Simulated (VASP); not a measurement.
Crystal: HfO2.

```
CELL_PARAMETERS angstrom
0.00000 2.52918 2.52918
2.52918 0.00000 2.52918
2.52918 2.52918 0.00000
ATOMIC_POSITIONS crystal
Hf 0.00000 0.00000 0.00000
O 0.75000 0.75000 0.75000
O 0.25000 0.25000 0.25000
```

Base run:

* Program: VASP 6.6.1
* Functional: HSE06
* Potentials or basis: VASP PAW PBE potentials, release 64 (Hf_pv, O)
* Cutoff: 520 eV
* k mesh: 6 × 6 × 6
* Occupations: gaussian, width 0.01 eV
* Spin: no spin polarisation

Its results: band gap on the k mesh 5.36 eV; pressure -5.3 GPa.

Question: The run is repeated on the same cell with these changes: functional from HSE06 to PBE0; further incar settings from ALGO = Normal; EDIFF = 1e-06; NBANDS = 18 to ALGO = Normal; EDIFF = 1e-07; NBANDS = 18. What comes out?

Answer: Band gap on the k mesh 6.12 eV; pressure -5.2 GPa.

Caveats: the cell stands under tension; the PAW data sets were made with another functional, which shifts forces and pressure a little; spin-orbit coupling is left out, which moves the levels of the heavy elements.

A k mesh can miss the band edges.
